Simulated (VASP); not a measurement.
A run of VASP 6.6.1 is set up as follows.

File POSCAR:

```
Ta
1.0
   -1.6524361259      1.6524361259      1.6524361259
    1.6524361259     -1.6524361259      1.6524361259
    1.6524361259      1.6524361259     -1.6524361259
Ta
1
Direct
    0.0000000000      0.0000000000      0.0000000000
```

The input INCAR.step1:

```
SYSTEM = Ta
ALGO = Normal
EDIFF = 1E-5
ENCUT = 550
GGA = PE
GGA_COMPAT = .False.
ISMEAR = 0
LASPH = .True.
LCHARG = .False.
LREAL = .False.
LWAVE = .True.
NBANDS = 12
NELM = 120
PREC = Accurate
SIGMA = 0.1
```

Contents of INCAR.step2:

```
SYSTEM = Ta
ALGO = Normal
EDIFF = 1E-6
ENCUT = 550
GGA_COMPAT = .False.
ISIF = 2
ISMEAR = 0
ISTART = 1
LASPH = .True.
LCHARG = .False.
LMIXTAU = .True.
LREAL = .False.
LWAVE = .False.
METAGGA = R2SCAN
NBANDS = 12
NELM = 120
PREC = Accurate
SIGMA = 0.1
```

The input KPOINTS:

```
k-points
0
Gamma
  18 18 18
  0 0 0
```

Potentials or basis: VASP PAW PBE potentials, release 64 (Ta_pv).

The run is started by

```sh
$ cat potpaw_PBE.64/Ta_pv/POTCAR > POTCAR
$ cp INCAR.step1 INCAR
$ mpirun -np 1 vasp_std > vasp.out
$ cp INCAR.step2 INCAR
$ mpirun -np 1 vasp_std > vasp.out
```

Problem. What does it give for the pressure?

Solution. 0.6 GPa.

Caveat: the PAW data sets were made with another functional, which shifts forces and pressure a little.
